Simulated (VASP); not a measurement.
Crystal: Hf4Cl3.

```
CELL_PARAMETERS angstrom
0.00000 4.51310 4.51310
4.51310 0.00000 4.51310
4.51310 4.51310 0.00000
ATOMIC_POSITIONS crystal
Hf 0.15499 0.15499 0.15499
Hf 0.15499 0.15499 0.53504
Hf 0.15499 0.53504 0.15499
Hf 0.53504 0.15499 0.15499
Cl 0.75000 0.75000 0.75000
Cl 0.00000 0.00000 0.00000
Cl 0.50000 0.50000 0.50000
```

The cell was built from a structure type or drawn by symmetry, and may not be a known phase.

| Quantity | Value |
| --- | --- |
| Program | VASP 6.6.1 |
| Task | relaxation of cell and atoms |
| Functional | PBE |
| Potentials or basis | VASP PAW PBE potentials, release 64 (Hf_pv, Cl) |
| Cutoff | 500 eV |
| k mesh | 3 × 3 × 3 |
| Occupations | gaussian, width 0.2 eV |
| Spin | no spin polarisation |

At the start: pressure 20.2 GPa; volume 26.26 Å³/atom.

**Question.** Where does the relaxation end?

**Answer.** Over 9 steps the energy falls by 648.2 meV/atom and the volume is 34.61 Å³/atom (+31.8 %); space group F-43m (No. 216, to 0.1 Å) before and after.

The path:
| step | energy change (eV) | largest force (eV/Å) | pressure (GPa) | volume (Å³) |
| --- | --- | --- | --- | --- |
| 1 | 0.0000 | 7.8879 | 20.25 | 183.85 |
| 2 | -0.4199 | 2.8759 | -5.47 | 287.05 |
| 3 | -4.1857 | 1.5462 | 0.86 | 223.34 |
| 4 | -4.2252 | 1.2376 | 1.69 | 220.36 |
| 5 | -4.2351 | 0.9864 | 2.34 | 218.17 |
| 6 | -4.4655 | 0.6648 | 0.30 | 232.49 |
| 7 | -4.5121 | 0.5113 | -0.81 | 244.29 |
| 8 | -4.5263 | 0.3582 | 0.58 | 241.01 |
| 9 | -4.5374 | 0.0025 | 0.01 | 242.29 |

Final structure:
```
CELL_PARAMETERS angstrom
0.00000 4.94807 4.94807
4.94807 0.00000 4.94807
4.94807 4.94807 0.00000
ATOMIC_POSITIONS crystal
Hf 0.14906 0.14906 0.14906
Hf 0.14906 0.14906 0.55283
Hf 0.14906 0.55283 0.14906
Hf 0.55283 0.14906 0.14906
Cl 0.75000 0.75000 0.75000
Cl 0.00000 0.00000 0.00000
Cl 0.50000 0.50000 0.50000
```

Caveat: the k points lie up to 0.37 Å⁻¹ apart in the final cell, too coarse for converged energies and pressures of a metal; the volume moved by over 15 % at a fixed basis, so the end points are rough; an odd number of electrons without spin polarisation forces a metal; a magnetic or distorted state may lie lower.
